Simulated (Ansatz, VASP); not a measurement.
Two plane-wave programs on CoSi

```
Si Co
1.0
     1.95433   -1.95430    0.00000
     1.95433    1.95430    0.00000
     0.00000    0.00000    2.76321
Si Co
1 1
Direct
  0.00000 0.00000 0.00000
  0.50000 0.50000 0.50000
```

Alike in both runs: functional r2SCAN; k mesh 16 × 16 × 16; occupations gaussian, width 0.1 eV; collinear spin.

Ansatz relaxed the structure, and its values are those at the end. VASP's run is a single point on that final structure, the one shown.

|  | VASP | Ansatz |
| --- | --- | --- |
| version | VASP 6.6.1 | Ansatz 0.2.0 |
| potentials or method | VASP PAW PBE potentials, release 64 (Si, Co), cutoff 660 eV | scalar-relativistic, plane waves, PAW |
| valence electrons in the cell | 13 | 21 |

|  | VASP | Ansatz | Ansatz less VASP |
| --- | --- | --- | --- |
| gap on the k mesh at the Fermi level (eV) | none | none | - |
| pressure (GPa) | -0.3 | -0.1 | +0.25 |
| net moment per atom (μB) | 0.46 | 0.47 | +0.008 |
| size of the moment on the site where the two differ most (μB) | 0.94 | 0.98 | +0.037 |

VASP's potentials were made for PBE, not for r2SCAN. Site moments also hang on the region over which each program counts them. A gap of «none» marks a metal or a gap that the smearing closes. VASP's potentials hold 13 valence electrons a cell and Ansatz's 21, so a difference there can come from the potentials and not from the codes. Ansatz's warnings: near symmetry operations not taken.
